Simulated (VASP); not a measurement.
# Cr (I4/mmm) in VASP: further runs

Runs on Cr. Level: PBEsol. Tasks: single point.

Program: VASP 6.6.1. These are calculated values, not measurements. Logs are shortened: lines on timing, memory, paths and dates and some standing lists are left out, and cuts for length are marked.

## 1. The cell of the first run

The structure is tetragonal, space group I4/mmm (No. 139). Conventional cell: a = 2.550 Å, b = 2.550 Å, c = 3.680 Å, α = 90.00°, β = 90.00°, γ = 90.00°. Cr (site symmetry 4/mmm) has 12 Cr at 2.55 to 2.58 Å within 3.4 Å.

## 2. Single point, PBEsol (strain -0.0200 x Voigt [1, 1, 0, 0, 0, 0])

Input file INCAR:

```
SYSTEM = Cr
PREC = Accurate
ENCUT = 520
EDIFF = 1E-6
ISMEAR = 0
SIGMA = 0.15
LREAL = .False.
LASPH = .True.
NELM = 80
ALGO = Normal
ISIF = 2
LWAVE = .False.
LCHARG = .False.
GGA = PS
NBANDS = 12
```

Input file KPOINTS:

```
regular mesh
0
Gamma
  22 22 22
  0 0 0
```

Input file POSCAR:

```
Cr
1.0
    0.0000000000      1.8032000000      1.8400000000
    1.8032000000      0.0000000000      1.8400000000
    1.8032000000      1.8032000000      0.0000000000
Cr
1
Direct
    0.0000000000      0.0000000000      0.0000000000
```

Potentials or basis: VASP PAW PBE potentials, release 64 (Cr_pv).

On the command line:

```
> cat potpaw_PBE.64/Cr_pv/POTCAR > POTCAR
> mpirun -np 1 vasp_std > vasp.out
```

OUTCAR:

```text
SYSTEM = Cr
   PREC = Accurate
   ENCUT = 520
   EDIFF = 1E-6
   ISMEAR = 0
   LREAL = .False.
   LASPH = .True.
   NELM = 80
   ISIF = 2
   GGA = PS

 ion  position               nearest neighbor table
   1  0.000  0.000  0.000-

  LATTYP: Found a body centered tetragonal cell.
 ALAT       =     2.5501098957
 C/A-ratio  =     1.4430750636

  Lattice vectors:

 A1 = (  -1.8032000000,   0.0000000000,   1.8400000000)
 A2 = (   1.8032000000,   0.0000000000,   1.8400000000)
 A3 = (   0.0000000000,   1.8032000000,  -1.8400000000)

Analysis of symmetry for initial positions (statically):
=====================================================================
 Subroutine PRICEL returns:
 Original cell was already a primitive cell.

 Routine SETGRP: Setting up the symmetry group for a
 body centered tetragonal supercell.

 Subroutine GETGRP returns: Found 16 space group operations
 (whereof 16 operations were pure point group operations)
 out of a pool of 16 trial point group operations.

The static configuration has the point symmetry D_4h.

Analysis of symmetry for dynamics (positions and initial velocities):
=====================================================================
 Subroutine PRICEL returns:
 Original cell was already a primitive cell.

 Routine SETGRP: Setting up the symmetry group for a
 body centered tetragonal supercell.

 Subroutine GETGRP returns: Found 16 space group operations
 (whereof 16 operations were pure point group operations)
 out of a pool of 16 trial point group operations.

The dynamic configuration has the point symmetry D_4h.

 Subroutine INISYM returns: Found 16 space group operations
 (whereof 16 operations are pure point group operations),
 and found     1 'primitive' translations

----------------------------------------------------------------------------------------

                                     Primitive cell

  volume of cell :      11.9656

  direct lattice vectors                    reciprocal lattice vectors
     0.000000000  1.803200000  1.840000000    -0.277284827  0.277284827  0.271739130
     1.803200000  0.000000000  1.840000000     0.277284827 -0.277284827  0.271739130
     1.803200000  1.803200000  0.000000000     0.277284827  0.277284827 -0.271739130

  length of vectors
     2.576262844  2.576262844  2.550109896     0.477091087  0.477091087  0.477091087

  position of ions in fractional coordinates (direct lattice)
     0.000000000  0.000000000  0.000000000

  ion indices of the primitive-cell ions
   primitive index   ion index
                 1           1

----------------------------------------------------------------------------------------

 KPOINTS: regular mesh

Automatic generation of k-mesh.
 Grid dimensions read from file:
 generate k-points for:   22   22   22

 Generating k-lattice:

  Cartesian coordinates                     Fractional coordinates (reciprocal lattice)
    -0.012603856  0.012603856  0.012351779     0.045454545  0.000000000  0.000000000
     0.012603856 -0.012603856  0.012351779     0.000000000  0.045454545  0.000000000
     0.012603856  0.012603856 -0.012351779     0.000000000  0.000000000  0.045454545

  Length of vectors
     0.021685959  0.021685959  0.021685959

  Shift w.r.t. Gamma in fractional coordinates (k-lattice)
     0.000000000  0.000000000  0.000000000

 Subroutine IBZKPT returns following result:
 ===========================================

 Found    834 irreducible k-points:

 Following reciprocal coordinates:
            Coordinates               Weight
  0.000000  0.000000  0.000000      1.000000
  0.045455  0.000000  0.000000      8.000000
  0.090909  0.000000  0.000000      8.000000
  0.136364 -0.000000  0.000000      8.000000
  0.181818  0.000000  0.000000      8.000000
  0.227273 -0.000000  0.000000      8.000000
[... 16 lines left out ...]
  0.500000  0.045455  0.000000      8.000000
 -0.454545  0.045455  0.000000      8.000000
 [... further k-points ...]
   k-points           NKPTS =    834   k-points in BZ     NKDIM =    834   number of bands    NBANDS=     12
   number of dos      NEDOS =    301   number of ions     NIONS =      1
   total plane-waves  NPLWV =   8000
   dimension x,y,z NGX =    20 NGY =   20 NGZ =   20
   dimension x,y,z NGXF=    40 NGYF=   40 NGZF=   40
   ions per type =               1
   NGX,Y,Z   is equivalent  to a cutoff of  12.91, 12.91, 13.04 a.u.
   NGXF,Y,Z  is equivalent  to a cutoff of  25.81, 25.81, 26.08 a.u.
 SYSTEM =  Cr
   PREC   = accura    normal or accurate (medium, high low for compatibility)
   ISTART =      0    job   : 0-new  1-cont  2-samecut
   ICHARG =      2    charge: 1-file 2-atom 10-const
   ISPIN  =      1    spin polarized calculation?
   LNONCOLLINEAR =      F non collinear calculations
   LSORBIT =      F    spin-orbit coupling
   LASPH  =      T    aspherical Exc in radial PAW
   ENCUT  =  520.0 eV  38.22 Ry    6.18 a.u.   4.79  4.79  4.74*2*pi/ulx,y,z
   NELM   =     80;   NELMIN=  2; NELMDL= -5     # of ELM steps
   EDIFF  = 0.1E-05   stopping-criterion for ELM
   LREAL  =      F    real-space projection
[... 7 lines left out ...]
   TEBEG  =    0.0;   TEEND  =   0.0 temperature during run
   PSTRESS=    0.0 pullay stress
   NELECT =      12.0000    total number of electrons
   NUPDOWN=      -1.0000    fix difference up-down
   EMIN   =  10.00;   EMAX   =-10.00  energy-range for DOS
   EFERMI =   0.00;   METHOD = LEGACY
   ISMEAR =     0;   SIGMA  =   0.15  broadening in eV -4-tet -1-fermi 0-gaus
   EFERMI_NEDOS =   21; number of points for ismear=-14 and -15
   IALGO  =     38    algorithm
   IMIX   =      4    mixing-type and parameters
     AMIX     =   0.40;   BMIX     =  1.00
     AMIX_MAG =   1.60;   BMIX_MAG =  1.00
  volume/ion in A,a.u.               =      11.97        80.75
  Fermi-wavevector in a.u.,A,eV,Ry     =   1.638664  3.096627 36.534654  2.685221
  Thomas-Fermi vector in A             =   2.729599
   LORBIT       =      0    0 simple, 1 ext, 2 COOP (PROOUT), +10 PAW based schemes
   GGA     = PS    functional components
   LHFCALC =     F    Hartree Fock is set to
   AEXX    =    0.0000 exact exchange contribution
   IVDW    =     0    specifies the selected vdW correction
   LEPSILON=     F    determine dielectric tensor
   LRPA    =     F    only Hartree local field effects (RPA)
 non-spin polarized calculation
 Gauss-broadening in eV      SIGMA  =   0.15
  energy-cutoff  :      520.00
  volume of cell :       11.97
 maximum number of plane-waves:       342
   NGX =  9   NGY =  9   NGZ =  9

 number of electron      12.0000007 magnetization

 Free energy of the ion-electron system (eV)
  ---------------------------------------------------
  ext. energy  EPLUGINS =         0.00000000
  ---------------------------------------------------
  free energy    TOTEN  =        -9.82802145 eV

  energy without entropy =       -9.80694217  energy(sigma->0) =       -9.81748181

 E-fermi :  10.0828     XC(G=0): -13.6147

 val. band max:       10.0812598253   @ k =  -0.0455   0.2727   0.2273
 cond. band min:      10.0860459649   @ k =  -0.2727   0.1364   0.0909
 fundamental gap:      0.0047861395
 Fermi energy:        10.0827804000

 k-point     1 :       0.0000    0.0000    0.0000
  band No.  band energies     occupation
      1     -32.1628      2.00000
      2     -32.1516      2.00000
      3     -32.1516      2.00000
      4       2.5809      2.00000
      5       9.5458      2.00000
      6       9.7212      1.99935
      7       9.7212      1.99935
      8      11.2735      0.00000
      9      11.4785      0.00000
     10      17.5711      0.00000
     11      29.8513      0.00000
     12      34.9646      0.00000

 k-point     2 :       0.0455    0.0000    0.0000
  band No.  band energies     occupation
      1     -32.1747      2.00000
      2     -32.1597      2.00000
      3     -32.1536      2.00000
      4       2.6647      2.00000
      5       9.5471      2.00000
      6       9.7077      1.99959
      7       9.7493      1.99833
      8      11.2592      0.00000
      9      11.4607      0.00000
     10      17.5711      0.00000
     11      29.8832      0.00000
     12      34.4864      0.00000

 k-point     3 :       0.0909    0.0000    0.0000
  band No.  band energies     occupation
      1     -32.2241      2.00000
      2     -32.1683      2.00000
      3     -32.1593      2.00000
      4       2.9120      2.00000
      5       9.4860      2.00000
      6       9.7323      1.99905
      7       9.8270      1.98411
      8      11.2255      0.00000
      9      11.4155      0.00000
     10      17.5710      0.00000
     11      29.9054      0.00000
     12      33.0361      0.00000
[... 286 lines left out ...]
 k-point    23 :       0.5000    0.0455    0.0000
  band No.  band energies     occupation
      1     -32.9796      2.00000
      2     -32.2881      2.00000
      3     -32.2514      2.00000
      4       6.2508      2.00000
      5       9.3568      2.00000
      6       9.6704      1.99990
      7      10.6589      0.00000
      8      12.5529      0.00000
      9      12.8880      0.00000
     10      17.5670      0.00000
     11      19.3946      0.00000
     12      28.7419      0.00000

 k-point    24 :      -0.4545    0.0455    0.0000
  band No.  band energies     occupation
      1     -32.9752      2.00000
      2     -32.2902      2.00000
      3     -32.2477      2.00000
      4       6.2467      2.00000
      5       9.3768      2.00000
      6       9.6693      1.99990
      7      10.5963      0.00000
      8      12.4846      0.00000
      9      12.9126      0.00000
     10      17.5673      0.00000
     11      19.5012      0.00000
     12      28.7506      0.00000

 [... further k-points ...]
[... 5 lines left out ...]
  --------------------------------------------------------------------------------------
  -------------------------------------------------------------------------------------
  Total       -0.9487655     -0.9487655     -0.5077591      0.0000000     -0.0000000     -0.0000000
  in kB     -127.0380569   -127.0380569    -67.9880620      0.0000000     -0.0000000     -0.0000000
  external PRESSURE =    -107.3547252 kB  Pullay stress =       0.0000000 kB

 VOLUME and BASIS-vectors are now :
 -----------------------------------------------------------------------------
  energy-cutoff  :      520.00
  volume of cell :       11.97
      direct lattice vectors                 reciprocal lattice vectors
     0.000000000  1.803200000  1.840000000    -0.277284827  0.277284827  0.271739130
     1.803200000  0.000000000  1.840000000     0.277284827 -0.277284827  0.271739130
     1.803200000  1.803200000  0.000000000     0.277284827  0.277284827 -0.271739130

 POSITION                                       TOTAL-FORCE (eV/Angst)
 -----------------------------------------------------------------------------------
      0.00000      0.00000      0.00000        -0.000000      0.000000      0.000000
 -----------------------------------------------------------------------------------
    total drift:                               -0.000000     -0.000000     -0.000000

  FREE ENERGIE OF THE ION-ELECTRON SYSTEM (eV)
  ---------------------------------------------------
  free  energy   TOTEN  =        -9.8280214514 eV

  energy  without entropy=       -9.8069421747  energy(sigma->0) =       -9.81748181
```

It took 60 s on 1 thread of AMD EPYC 9R45 (Zen 5), shared host; peak memory 0.19 GiB.

Results:

```
Free energy            : -9.8280 eV
Pressure               : -10.7 GPa
Band gap on the k mesh : zero (bands 6 and 7 overlap by 2.83 eV)
```

Levels at points of the mesh, in eV from the Fermi level:
```csv
k point,band 3,band 4,band 5,band 6,band 7,band 8,band 9,band 10
"(0.00, 0.00, 0.00)",-42.23,-7.50,-0.54,-0.36,-0.36,1.19,1.40,7.49
"(0.50, 0.00, 0.00)",-42.33,-3.89,-0.65,-0.46,0.81,2.47,2.55,7.48
"(0.50, 0.50, 0.00)",-42.51,-4.09,-3.21,2.47,2.82,2.82,3.34,7.49
"(0.50, 0.00, 0.50)",-42.53,-4.09,-3.25,2.45,2.76,2.91,3.81,7.49
```

Caveat: the cell differs from its parent crystal (strain -0.0200 x Voigt [1, 1, 0, 0, 0, 0]); the stress differs along the axes, from -13 to -7 GPa; the PAW data sets were made with another functional, which shifts forces and pressure a little; the run has no spin polarisation, though such a crystal can be magnetic. Spin polarisation is off, so any magnetic state and its effect on volume and gap are missing.

## 3. Single point, PBEsol (strain -0.0150 x Voigt [1, 1, 0, 0, 0, 0])

Input file INCAR:

```
SYSTEM = Cr
  ALGO = Normal
  EDIFF = 1E-6
  ENCUT = 520
  GGA = PS
  ISIF = 2
  ISMEAR = 0
  LASPH = .TRUE.
  LCHARG = .FALSE.
  LREAL = .FALSE.
  LWAVE = .FALSE.
  NBANDS = 12
  NELM = 100
  PREC = Accurate
  SIGMA = 0.15
```

Input file KPOINTS:

```
k-points
0
G
  22 22 22
  0 0 0
```

Input file POSCAR:

```
Cr
1.0
    0.0000000000      1.8124000000      1.8400000000
    1.8124000000      0.0000000000      1.8400000000
    1.8124000000      1.8124000000      0.0000000000
Cr
1
Direct
    0.0000000000      0.0000000000      0.0000000000
```

Potentials or basis: VASP PAW PBE potentials, release 64 (Cr_pv).

On the command line:

```
> cat potpaw_PBE.64/Cr_pv/POTCAR > POTCAR
> mpirun -np 1 vasp_std > vasp.out
```

OUTCAR:

```text
SYSTEM = Cr
   EDIFF = 1E-6
   ENCUT = 520
   GGA = PS
   ISIF = 2
   ISMEAR = 0
   LASPH = .TRUE.
   LREAL = .FALSE.
   NELM = 100
   PREC = Accurate

 ion  position               nearest neighbor table
   1  0.000  0.000  0.000-

  LATTYP: Found a body centered tetragonal cell.
 ALAT       =     2.5631206604
 C/A-ratio  =     1.4357498095

  Lattice vectors:

 A1 = (  -1.8124000000,   0.0000000000,   1.8400000000)
 A2 = (   1.8124000000,   0.0000000000,   1.8400000000)
 A3 = (   0.0000000000,   1.8124000000,  -1.8400000000)

Analysis of symmetry for initial positions (statically):
=====================================================================
 Subroutine PRICEL returns:
 Original cell was already a primitive cell.

 Routine SETGRP: Setting up the symmetry group for a
 body centered tetragonal supercell.

 Subroutine GETGRP returns: Found 16 space group operations
 (whereof 16 operations were pure point group operations)
 out of a pool of 16 trial point group operations.

The static configuration has the point symmetry D_4h.

Analysis of symmetry for dynamics (positions and initial velocities):
=====================================================================
 Subroutine PRICEL returns:
 Original cell was already a primitive cell.

 Routine SETGRP: Setting up the symmetry group for a
 body centered tetragonal supercell.

 Subroutine GETGRP returns: Found 16 space group operations
 (whereof 16 operations were pure point group operations)
 out of a pool of 16 trial point group operations.

The dynamic configuration has the point symmetry D_4h.

 Subroutine INISYM returns: Found 16 space group operations
 (whereof 16 operations are pure point group operations),
 and found     1 'primitive' translations

----------------------------------------------------------------------------------------

[... 109 lines left out ...]
     AMIX     =   0.40;   BMIX     =  1.00
     AMIX_MAG =   1.60;   BMIX_MAG =  1.00
  volume/ion in A,a.u.               =      12.09        81.57
  Fermi-wavevector in a.u.,A,eV,Ry     =   1.633114  3.086139 36.287590  2.667063
  Thomas-Fermi vector in A             =   2.724973
   LORBIT       =      0    0 simple, 1 ext, 2 COOP (PROOUT), +10 PAW based schemes
   GGA     = PS    functional components
   LHFCALC =     F    Hartree Fock is set to
   AEXX    =    0.0000 exact exchange contribution
   IVDW    =     0    specifies the selected vdW correction
   LEPSILON=     F    determine dielectric tensor
   LRPA    =     F    only Hartree local field effects (RPA)
 non-spin polarized calculation
 Gauss-broadening in eV      SIGMA  =   0.15
  energy-cutoff  :      520.00
  volume of cell :       12.09
 maximum number of plane-waves:       342
   NGX =  9   NGY =  9   NGZ =  9

 number of electron      12.0000005 magnetization

 Free energy of the ion-electron system (eV)
  ---------------------------------------------------
  ext. energy  EPLUGINS =         0.00000000
  ---------------------------------------------------
  free energy    TOTEN  =        -9.81774064 eV

  energy without entropy =       -9.79627610  energy(sigma->0) =       -9.80700837

 E-fermi :   9.9435     XC(G=0): -13.5559

 val. band max:        9.9426520664   @ k =  -0.4545   0.0455   0.1818
 cond. band min:       9.9448519596   @ k =   0.1818   0.1364   0.0455
 fundamental gap:      0.0021998932
 Fermi energy:         9.9435139603

 k-point     1 :       0.0000    0.0000    0.0000
  band No.  band energies     occupation
      1     -32.3148      2.00000
      2     -32.3067      2.00000
      3     -32.3067      2.00000
      4       2.4790      2.00000
      5       9.4472      2.00000
      6       9.5762      1.99947
      7       9.5762      1.99947
      8      11.1476      0.00000
      9      11.2981      0.00000
     10      17.4243      0.00000
     11      29.6461      0.00000
     12      34.8038      0.00000
[... 331 lines left out ...]
 k-point    24 :      -0.4545    0.0455    0.0000
  band No.  band energies     occupation
      1     -33.1023      2.00000
      2     -32.4366      2.00000
      3     -32.4027      2.00000
      4       6.1496      2.00000
      5       9.2731      2.00000
      6       9.5177      1.99994
      7      10.4428      0.00000
      8      12.3235      0.00000
      9      12.7270      0.00000
     10      17.4201      0.00000
     11      19.2478      0.00000
     12      28.5613      0.00000

 [... further k-points ...]
[... 5 lines left out ...]
  --------------------------------------------------------------------------------------
  -------------------------------------------------------------------------------------
  Total       -1.0808045     -1.0808045     -0.7470363      0.0000000      0.0000000      0.0000000
  in kB     -143.2523653   -143.2523653    -99.0139394      0.0000000      0.0000000      0.0000000
  external PRESSURE =    -128.5062233 kB  Pullay stress =       0.0000000 kB

 VOLUME and BASIS-vectors are now :
 -----------------------------------------------------------------------------
  energy-cutoff  :      520.00
  volume of cell :       12.09
      direct lattice vectors                 reciprocal lattice vectors
     0.000000000  1.812400000  1.840000000    -0.275877290  0.275877290  0.271739130
     1.812400000  0.000000000  1.840000000     0.275877290 -0.275877290  0.271739130
     1.812400000  1.812400000  0.000000000     0.275877290  0.275877290 -0.271739130

 POSITION                                       TOTAL-FORCE (eV/Angst)
 -----------------------------------------------------------------------------------
      0.00000      0.00000      0.00000         0.000000     -0.000000      0.000000
 -----------------------------------------------------------------------------------
    total drift:                               -0.000000     -0.000000     -0.000000

  FREE ENERGIE OF THE ION-ELECTRON SYSTEM (eV)
  ---------------------------------------------------
  free  energy   TOTEN  =        -9.8177406442 eV

  energy  without entropy=       -9.7962760972  energy(sigma->0) =       -9.80700837
```

It took 60 s on 1 thread of AMD EPYC 9R45 (Zen 5), shared host; peak memory 0.19 GiB.

What came out:

* Free energy: -9.8177 eV
* Pressure: -12.9 GPa
* Band gap on the k mesh: zero (bands 6 and 7 overlap by 2.80 eV)

Levels at points of the mesh, in eV from the Fermi level:
```csv
k point,band 4,band 5,band 6,band 7,band 8,band 9
"(0.00, 0.00, 0.00)",-7.46,-0.50,-0.37,-0.37,1.20,1.35
"(0.50, 0.00, 0.00)",-3.85,-0.62,-0.47,0.79,2.44,2.50
"(0.50, 0.50, 0.00)",-4.04,-3.17,2.43,2.79,2.79,3.37
"(0.50, 0.00, 0.50)",-4.04,-3.20,2.42,2.74,2.85,3.73
```

Caveat: the cell differs from its parent crystal (strain -0.0150 x Voigt [1, 1, 0, 0, 0, 0]); the cell stands under tension; the PAW data sets were made with another functional, which shifts forces and pressure a little; the run has no spin polarisation, though such a crystal can be magnetic.
